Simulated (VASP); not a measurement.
# Ag (I4/mmm) in VASP: further runs

Ag is run at these levels: PBEsol; tasks: single point.

Program: VASP 6.6.1. These are calculated values, not measurements. Logs are shortened: lines on timing, memory, paths and dates and some standing lists are left out, and cuts for length are marked.

**1. The cell of the first run**

Symmetry: I4/mmm, No. 139, tetragonal system. The conventional cell has a = 2.962 Å, b = 2.962 Å, c = 3.882 Å, α = 90.00°, β = 90.00°, γ = 90.00°. Ag (site symmetry 4/mmm) has 14 Ag at 2.86 to 3.88 Å within 3.9 Å.

**2. Single point, PBEsol (strain +0.025 along x and y, -0.050 along z)**

Contents of INCAR:

```
SYSTEM = Ag
  PREC = Accurate
  ENCUT = 520
  EDIFF = 1E-7
  ISMEAR = 0
  SIGMA = 0.15
  LREAL = .FALSE.
  LASPH = .TRUE.
  NELM = 80
  ALGO = Fast
  ISIF = 2
  LWAVE = .FALSE.
  LCHARG = .FALSE.
  GGA = PS
  NBANDS = 12
```

Contents of KPOINTS:

```
Automatic mesh
0
G
  20 20 20
  0 0 0
```

Contents of POSCAR:

```
Ag
1.0
    0.0000000000      2.0941775000      1.9409450000
    2.0941775000      0.0000000000      1.9409450000
    2.0941775000      2.0941775000      0.0000000000
Ag
1
Direct
    0.0000000000      0.0000000000      0.0000000000
```

Potentials or basis: VASP PAW PBE potentials, release 64 (Ag).

Command:

```
> cat potpaw_PBE.64/Ag/POTCAR > POTCAR
> mpirun -np 1 vasp_std > vasp.out
```

OUTCAR:

```text
SYSTEM = Ag
   PREC = Accurate
   ENCUT = 520
   EDIFF = 1E-7
   ISMEAR = 0
   LREAL = .FALSE.
   LASPH = .TRUE.
   NELM = 80
   ISIF = 2
   GGA = PS

 ion  position               nearest neighbor table
   1  0.000  0.000  0.000-

  LATTYP: Found a body centered tetragonal cell.
 ALAT       =     2.9616142225
 C/A-ratio  =     1.3107345212

  Lattice vectors:

 A1 = (   0.0000000000,  -2.0941775000,  -1.9409450000)
 A2 = (   0.0000000000,   2.0941775000,  -1.9409450000)
 A3 = (   2.0941775000,   0.0000000000,   1.9409450000)

Analysis of symmetry for initial positions (statically):
=====================================================================
 Subroutine PRICEL returns:
 Original cell was already a primitive cell.

 Routine SETGRP: Setting up the symmetry group for a
 body centered tetragonal supercell.

 Subroutine GETGRP returns: Found 16 space group operations
 (whereof 16 operations were pure point group operations)
 out of a pool of 16 trial point group operations.

The static configuration has the point symmetry D_4h.

Analysis of symmetry for dynamics (positions and initial velocities):
=====================================================================
 Subroutine PRICEL returns:
 Original cell was already a primitive cell.

 Routine SETGRP: Setting up the symmetry group for a
 body centered tetragonal supercell.

 Subroutine GETGRP returns: Found 16 space group operations
 (whereof 16 operations were pure point group operations)
 out of a pool of 16 trial point group operations.

The dynamic configuration has the point symmetry D_4h.

 Subroutine INISYM returns: Found 16 space group operations
 (whereof 16 operations are pure point group operations),
 and found     1 'primitive' translations

----------------------------------------------------------------------------------------

                                     Primitive cell

  volume of cell :      17.0243

  direct lattice vectors                    reciprocal lattice vectors
     0.000000000  2.094177500  1.940945000    -0.238757221  0.238757221  0.257606475
     2.094177500  0.000000000  1.940945000     0.238757221 -0.238757221  0.257606475
     2.094177500  2.094177500  0.000000000     0.238757221  0.238757221 -0.257606475

  length of vectors
     2.855319053  2.855319053  2.961614223     0.424701209  0.424701209  0.424701209

  position of ions in fractional coordinates (direct lattice)
     0.000000000  0.000000000  0.000000000

  ion indices of the primitive-cell ions
   primitive index   ion index
                 1           1

----------------------------------------------------------------------------------------

 KPOINTS: Automatic mesh

Automatic generation of k-mesh.
 Grid dimensions read from file:
 generate k-points for:   20   20   20

 Generating k-lattice:

  Cartesian coordinates                     Fractional coordinates (reciprocal lattice)
    -0.011937861  0.011937861  0.012880324     0.050000000 -0.000000000  0.000000000
     0.011937861 -0.011937861  0.012880324    -0.000000000  0.050000000  0.000000000
     0.011937861  0.011937861 -0.012880324     0.000000000  0.000000000  0.050000000

  Length of vectors
     0.021235060  0.021235060  0.021235060

  Shift w.r.t. Gamma in fractional coordinates (k-lattice)
     0.000000000  0.000000000  0.000000000

 Subroutine IBZKPT returns following result:
 ===========================================

 Found    641 irreducible k-points:

 Following reciprocal coordinates:
            Coordinates               Weight
  0.000000  0.000000  0.000000      1.000000
  0.050000  0.000000  0.000000      8.000000
  0.100000  0.000000  0.000000      8.000000
  0.150000 -0.000000  0.000000      8.000000
  0.200000  0.000000  0.000000      8.000000
  0.250000 -0.000000  0.000000      8.000000
[... 16 lines left out ...]
 -0.400000  0.050000  0.000000      8.000000
 -0.350000  0.050000  0.000000      8.000000
 [... further k-points ...]
   k-points           NKPTS =    641   k-points in BZ     NKDIM =    641   number of bands    NBANDS=     12
[... 41 lines left out ...]
  ---------------------------------------------------
  ext. energy  EPLUGINS =         0.00000000
  ---------------------------------------------------
  free energy    TOTEN  =        -3.30273677 eV

  energy without entropy =       -3.30019017  energy(sigma->0) =       -3.30146347

 E-fermi :   8.2558     XC(G=0): -12.4207

 val. band max:        8.2470821430   @ k =   0.5000   0.1000   0.3000
 cond. band min:       8.2798112158   @ k =   0.5000  -0.0000   0.1000
 fundamental gap:      0.0327290729
 Fermi energy:         8.2558244813

 k-point     1 :       0.0000    0.0000    0.0000
  band No.  band energies     occupation
      1       0.4122      2.00000
      2       3.3432      2.00000
      3       3.3432      2.00000
      4       3.7900      2.00000
      5       4.2713      2.00000
      6       4.7407      2.00000
      7      24.3308      0.00000
      8      27.4868      0.00000
      9      27.4868      0.00000
     10      28.5530      0.00000
     11      32.6485      0.00000
     12      33.2362      0.00000

 k-point     2 :       0.0500    0.0000    0.0000
  band No.  band energies     occupation
      1       0.4910      2.00000
      2       3.3422      2.00000
      3       3.3654      2.00000
      4       3.7930      2.00000
      5       4.2680      2.00000
      6       4.7277      2.00000
      7      24.3474      0.00000
      8      27.0077      0.00000
      9      27.5252      0.00000
     10      28.3517      0.00000
     11      32.6797      0.00000
     12      33.3507      0.00000

 k-point     3 :       0.1000    0.0000    0.0000
  band No.  band energies     occupation
      1       0.7209      2.00000
      2       3.3353      2.00000
      3       3.4221      2.00000
      4       3.8102      2.00000
      5       4.2676      2.00000
      6       4.6945      2.00000
      7      24.2131      0.00000
      8      25.8281      0.00000
      9      27.6252      0.00000
     10      28.2980      0.00000
     11      31.8421      0.00000
     12      33.1460      0.00000
[... 286 lines left out ...]
 k-point    23 :      -0.4000    0.0500    0.0000
  band No.  band energies     occupation
      1       1.9453      2.00000
      2       3.3050      2.00000
      3       3.6956      2.00000
      4       5.0005      2.00000
      5       5.2311      2.00000
      6       6.8017      2.00000
      7      13.5396      0.00000
      8      23.5268      0.00000
      9      25.7515      0.00000
     10      26.3608      0.00000
     11      30.4001      0.00000
     12      31.4717      0.00000

 k-point    24 :      -0.3500    0.0500    0.0000
  band No.  band energies     occupation
      1       1.9942      2.00000
      2       3.3601      2.00000
      3       3.7484      2.00000
      4       4.7945      2.00000
      5       5.0157      2.00000
      6       5.8375      2.00000
      7      15.2011      0.00000
      8      23.8727      0.00000
      9      26.3700      0.00000
     10      26.5593      0.00000
     11      30.1997      0.00000
     12      31.1540      0.00000

 [... further k-points ...]

------------------------ aborting loop because EDIFF is reached ----------------------------------------

  FORCE on cell =-STRESS in cart. coord.  units (eV):
  Direction    XX          YY          ZZ          XY          YZ          ZX
  --------------------------------------------------------------------------------------
  -------------------------------------------------------------------------------------
  Total       -0.3453808     -0.3453808     -0.1059074      0.0000000      0.0000000     -0.0000000
  in kB      -32.5041277    -32.5041277     -9.9670480      0.0000000      0.0000000     -0.0000000
  external PRESSURE =     -24.9917678 kB  Pullay stress =       0.0000000 kB

 VOLUME and BASIS-vectors are now :
 -----------------------------------------------------------------------------
  energy-cutoff  :      520.00
  volume of cell :       17.02
      direct lattice vectors                 reciprocal lattice vectors
     0.000000000  2.094177500  1.940945000    -0.238757221  0.238757221  0.257606475
     2.094177500  0.000000000  1.940945000     0.238757221 -0.238757221  0.257606475
     2.094177500  2.094177500  0.000000000     0.238757221  0.238757221 -0.257606475

 POSITION                                       TOTAL-FORCE (eV/Angst)
 -----------------------------------------------------------------------------------
      0.00000      0.00000      0.00000        -0.000000      0.000000     -0.000000
 -----------------------------------------------------------------------------------
    total drift:                               -0.000000      0.000000      0.000000

  FREE ENERGIE OF THE ION-ELECTRON SYSTEM (eV)
  ---------------------------------------------------
  free  energy   TOTEN  =        -3.3027367748 eV

  energy  without entropy=       -3.3001901677  energy(sigma->0) =       -3.30146347
```

It took 36 s on 1 thread of Intel Xeon 6975P-C (Granite Rapids), shared host; peak memory 0.24 GiB.

Results:

```
Free energy            : -3.3027 eV
Pressure               : -2.5 GPa
Band gap on the k mesh : zero (an odd number of electrons rules out a gap without spin polarisation)
```

Levels at points of the mesh, in eV from the Fermi level:
```csv
k point,band 3,band 4,band 5,band 6,band 7,band 8,band 9,band 10
"(0.00, 0.00, 0.00)",-4.91,-4.47,-3.98,-3.52,16.07,19.23,19.23,20.30
"(0.50, 0.00, 0.00)",-4.56,-3.04,-2.82,-0.45,3.62,14.96,16.97,19.07
"(0.50, 0.50, 0.00)",-2.96,-2.70,-2.70,2.47,8.02,9.72,9.72,16.33
"(0.50, 0.00, 0.50)",-2.98,-2.90,-2.58,1.12,6.11,11.05,11.19,17.64
```

Caveat: the cell differs from its parent crystal (strain +0.025 along x and y, -0.050 along z); the PAW data sets were made with another functional, which shifts forces and pressure a little.

**3. Single point, PBEsol (strain +0.025 along x and y, -0.025 along z)**

Contents of INCAR:

```
SYSTEM = Ag
  PREC = Accurate
  ENCUT = 520
  EDIFF = 1E-7
  ISMEAR = 0
  SIGMA = 0.15
  LREAL = .FALSE.
  LASPH = .TRUE.
  NELM = 60
  ALGO = Normal
  ISIF = 2
  LWAVE = .FALSE.
  LCHARG = .TRUE.
  GGA = PS
  LELF = .TRUE.
  LVHAR = .TRUE.
  NBANDS = 12
```

KPOINTS is that of step 2.

Contents of POSCAR:

```
Ag
1.0
    0.0000000000      2.0941775000      1.9920225000
    2.0941775000      0.0000000000      1.9920225000
    2.0941775000      2.0941775000      0.0000000000
Ag
1
Direct
    0.0000000000      0.0000000000      0.0000000000
```

Potentials or basis: VASP PAW PBE potentials, release 64 (Ag).

Command:

```
> cat potpaw_PBE.64/Ag/POTCAR > POTCAR
> mpirun -np 1 vasp_std > vasp.out
```

Wall time 34 s (1 thread of Intel Xeon 6975P-C (Granite Rapids), shared host); peak memory 0.25 GiB.

Results (log left out):

```
Free energy            : -3.2960 eV
Pressure               : -5.1 GPa
Band gap on the k mesh : zero (an odd number of electrons rules out a gap without spin polarisation)
```

Stress tensor (GPa, compression positive):
```
-5.58  0.00  0.00
 0.00 -5.58  0.00
 0.00  0.00 -4.00
```

Levels at points of the mesh, in eV from the Fermi level:
```csv
k point,band 3,band 4,band 5,band 6,band 7,band 8,band 9,band 10
"(0.00, 0.00, 0.00)",-4.76,-4.47,-3.83,-3.53,15.98,19.17,19.17,19.80
"(0.50, 0.00, 0.00)",-4.54,-2.98,-2.83,-0.37,3.47,15.03,17.00,18.33
"(0.50, 0.50, 0.00)",-2.94,-2.69,-2.69,2.16,7.36,9.91,9.91,16.32
"(0.50, 0.00, 0.50)",-2.94,-2.82,-2.61,1.30,6.14,10.78,10.84,17.17
```

Caveat: the cell differs from its parent crystal (strain +0.025 along x and y, -0.025 along z); the cell stands under tension; the PAW data sets were made with another functional, which shifts forces and pressure a little.

**4. Single point, PBEsol (strain +0.050 along x and y, -0.050 along z)**

Contents of INCAR:

```
SYSTEM = Ag
PREC     = Accurate       ! precision mode
ENCUT    = 520            ! plane-wave cutoff, eV
EDIFF    = 1E-7           ! SCF threshold, eV
ISMEAR   = 0              ! smearing method
SIGMA    = 0.15           ! smearing width, eV
LREAL    = .FALSE.        ! projectors in reciprocal space
LASPH    = .TRUE.         ! aspherical terms in the spheres
NELM     = 100            ! most SCF steps
ALGO     = Fast           ! electronic algorithm
ISIF     = 2              ! what is computed and relaxed
LWAVE    = .FALSE.        ! write WAVECAR
LCHARG   = .TRUE.         ! write CHGCAR
GGA      = PS             ! functional
LELF     = .TRUE.         ! ELF
LVHAR    = .TRUE.       
NBANDS   = 12             ! bands
```

Contents of KPOINTS:

```
regular mesh
0
G
  20 20 20
  0 0 0
```

Contents of POSCAR:

```
Ag
1.0
    0.0000000000      2.1452550000      1.9409450000
    2.1452550000      0.0000000000      1.9409450000
    2.1452550000      2.1452550000      0.0000000000
Ag
1
Direct
    0.0000000000      0.0000000000      0.0000000000
```

Command:

```
> cat potpaw_PBE.64/Ag/POTCAR > POTCAR
> mpirun -np 1 vasp_std > vasp.out
```

Wall time 38 s (1 thread of Intel Xeon 6975P-C (Granite Rapids), shared host); peak memory 0.25 GiB.

Results (log left out):

```
Free energy            : -3.2745 eV
Pressure               : -6.7 GPa
Band gap on the k mesh : zero (an odd number of electrons rules out a gap without spin polarisation)
```

Stress tensor (GPa, compression positive):
```
-7.45  0.00  0.00
 0.00 -7.45  0.00
 0.00  0.00 -5.29
```

Levels at points of the mesh, in eV from the Fermi level:
```tsv
k point	band 4	band 5	band 6	band 7	band 8	band 9
(0.00, 0.00, 0.00)	-4.21	-3.94	-3.38	16.04	18.82	18.82
(0.50, 0.00, 0.00)	-3.03	-2.75	-0.29	3.39	14.69	16.24
(0.50, 0.50, 0.00)	-2.68	-2.68	2.81	8.04	9.25	9.25
(0.50, 0.00, 0.50)	-2.92	-2.55	1.08	5.60	11.00	11.13
```

Caveat: the cell differs from its parent crystal (strain +0.050 along x and y, -0.050 along z); the cell stands under tension; the PAW data sets were made with another functional, which shifts forces and pressure a little.

**5. Single point, PBEsol (strain +0.050 along x and y, -0.025 along z)**

Contents of INCAR:

```
SYSTEM = Ag
PREC     = Accurate       ! precision mode
ENCUT    = 520            ! plane-wave cutoff, eV
EDIFF    = 1E-7           ! SCF threshold, eV
ISMEAR   = 0              ! smearing method
SIGMA    = 0.15           ! smearing width, eV
LREAL    = .FALSE.        ! projectors in reciprocal space
LASPH    = .TRUE.         ! aspherical terms in the spheres
NELM     = 60             ! most SCF steps
ALGO     = Normal         ! electronic algorithm
ISIF     = 2              ! what is computed and relaxed
LWAVE    = .FALSE.        ! write WAVECAR
LCHARG   = .FALSE.        ! write CHGCAR
GGA      = PS             ! functional
NBANDS   = 12             ! bands
```

Contents of KPOINTS:

```
Automatic mesh
0
G
  20 20 20
  0 0 0
```

Contents of POSCAR:

```
Ag
1.0
    0.0000000000      2.1452550000      1.9920225000
    2.1452550000      0.0000000000      1.9920225000
    2.1452550000      2.1452550000      0.0000000000
Ag
1
Direct
    0.0000000000      0.0000000000      0.0000000000
```

Command:

```
> cat potpaw_PBE.64/Ag/POTCAR > POTCAR
> mpirun -np 1 vasp_std > vasp.out
```

Run time: 30 s. Hardware: 1 thread of Intel Xeon 6975P-C (Granite Rapids), shared host; peak memory 0.25 GiB.

Results (log left out):

| Property | Result |
| --- | --- |
| Free energy | -3.2559 eV |
| Pressure | -8.7 GPa |
| Band gap on the k mesh | zero (an odd number of electrons rules out a gap without spin polarisation) |

Stress tensor (GPa, compression positive):
```
-9.25  0.00  0.00
 0.00 -9.25  0.00
 0.00  0.00 -7.54
```

Levels at points of the mesh, in eV from the Fermi level:
| k point | band 2 | band 3 | band 4 | band 5 | band 6 | band 7 | band 8 | band 9 | band 10 | band 11 |
| --- | --- | --- | --- | --- | --- | --- | --- | --- | --- | --- |
| (0.00, 0.00, 0.00) | -4.63 | -4.63 | -4.24 | -3.81 | -3.41 | 15.90 | 18.72 | 18.72 | 19.51 | 23.61 |
| (0.50, 0.00, 0.00) | -4.72 | -4.32 | -2.99 | -2.79 | -0.24 | 3.23 | 14.75 | 16.25 | 18.31 | 21.10 |
| (0.50, 0.50, 0.00) | -5.84 | -2.91 | -2.69 | -2.69 | 2.47 | 7.38 | 9.41 | 9.41 | 15.43 | 15.54 |
| (0.50, 0.00, 0.50) | -5.83 | -2.93 | -2.86 | -2.59 | 1.24 | 5.61 | 10.70 | 10.75 | 16.76 | 16.83 |

Caveat: the cell differs from its parent crystal (strain +0.050 along x and y, -0.025 along z); the cell stands under tension; the PAW data sets were made with another functional, which shifts forces and pressure a little.

**6. Single point, PBEsol (strain +0.050 along x and y, +0.000 along z)**

Contents of INCAR:

```
PREC = Accurate
ENCUT = 520
EDIFF = 1E-7
ISMEAR = 0
SIGMA = 0.15
LREAL = F
LASPH = T
NELM = 60
ALGO = Fast
ISIF = 2
LWAVE = F
LCHARG = T
GGA = PS
LELF = T
LVHAR = T
NBANDS = 12
```

Contents of KPOINTS:

```
regular mesh
0
Gamma
  20 20 20
```

Contents of POSCAR:

```
Ag
1.0
    0.0000000000      2.1452550000      2.0431000000
    2.1452550000      0.0000000000      2.0431000000
    2.1452550000      2.1452550000      0.0000000000
Ag
1
Direct
    0.0000000000      0.0000000000      0.0000000000
```

Potentials or basis: VASP PAW PBE potentials, release 64 (Ag).

Command:

```
> cat potpaw_PBE.64/Ag/POTCAR > POTCAR
> mpirun -np 1 vasp_std > vasp.out
```

It took 37 s on 1 thread of Intel Xeon 6975P-C (Granite Rapids), shared host; peak memory 0.25 GiB.

The run converged. Its results:

* Free energy: -3.2312 eV
* Pressure: -10.2 GPa
* Band gap on the k mesh: zero (an odd number of electrons rules out a gap without spin polarisation)

Stress tensor (GPa, compression positive):
```
-10.61   0.00   0.00
  0.00 -10.61   0.00
  0.00   0.00  -9.41
```

Levels at points of the mesh, in eV from the Fermi level:
```tsv
k point	band 4	band 5	band 6	band 7	band 8	band 9
(0.00, 0.00, 0.00)	-4.26	-3.69	-3.43	15.79	18.60	18.60
(0.50, 0.00, 0.00)	-2.94	-2.82	-0.18	3.09	14.82	16.27
(0.50, 0.50, 0.00)	-2.69	-2.69	2.18	6.77	9.58	9.58
(0.50, 0.00, 0.50)	-2.80	-2.62	1.40	5.63	10.42	10.43
```

Caveat: the cell differs from its parent crystal (strain +0.050 along x and y, +0.000 along z); the cell stands under tension; the PAW data sets were made with another functional, which shifts forces and pressure a little.

**7. Overview**

```csv
cell,gap on the mesh (eV),pressure (GPa)
"a = 2.855, b = 2.855, c = 2.962 Å, angles 58.8, 58.8, 62.5°, 1 atom",none,-2.5
"a = 2.890, b = 2.890, c = 2.962 Å, angles 59.2, 59.2, 61.6°, 1 atom",none,-5.1
"a = 2.893, b = 2.893, c = 3.034 Å, angles 58.4, 58.4, 63.2°, 1 atom",none,-6.7
"a = 2.928, b = 2.928, c = 3.034 Å, angles 58.8, 58.8, 62.4°, 1 atom",none,-8.7
"a = 2.962, b = 2.962, c = 3.034 Å, angles 59.2, 59.2, 61.6°, 1 atom",none,-10.2
```

Alike in all rows: task single point; level PBEsol; potentials or basis VASP PAW PBE potentials, release 64 (Ag); no spin polarisation; k mesh 20 × 20 × 20; cutoff (eV) 520; smearing gaussian 0.15 eV.

Caveats: the PAW data sets were made with another functional, which shifts forces and pressure a little; the cell stands under tension (at least some runs).

Absolute energies hang on the potentials; compare differences alone.
